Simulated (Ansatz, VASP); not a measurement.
Cu in VASP and in Ansatz

```
Cu
1.0
     0.00000    1.80750    1.80750
     1.80750    0.00000    1.80750
     1.80750    1.80750    0.00000
Cu
1
Direct
  0.00000 0.00000 0.00000
```

Alike in both runs: task relaxation of cell and atoms; functional PBEsol; k mesh 28 × 28 × 28; occupations fermi-dirac, width 0.05 eV; no spin polarisation.

|  | VASP | Ansatz |
| --- | --- | --- |
| version | VASP 6.6.1 | Ansatz 0.2.0 |
| potentials or method | VASP PAW PBE potentials, release 64 (Cu) | PAW with Ansatz's default frozen-core files, scalar-relativistic |
| plane-wave cutoff (eV) | 600 | 420 |
| valence electrons in the cell | 11 | 19 |

|  | VASP | Ansatz | Ansatz less VASP |
| --- | --- | --- | --- |
| relaxed volume (Å³/atom) | 11.36 | 11.31 | -0.052 |
| relaxed cell length with the largest relative difference (Å) | 2.523 | 2.520 | -0.0039 |

VASP's potentials were made for PBE, not for PBEsol. VASP's potentials hold 11 valence electrons a cell and Ansatz's 19, so a difference there can come from the potentials and not from the codes.
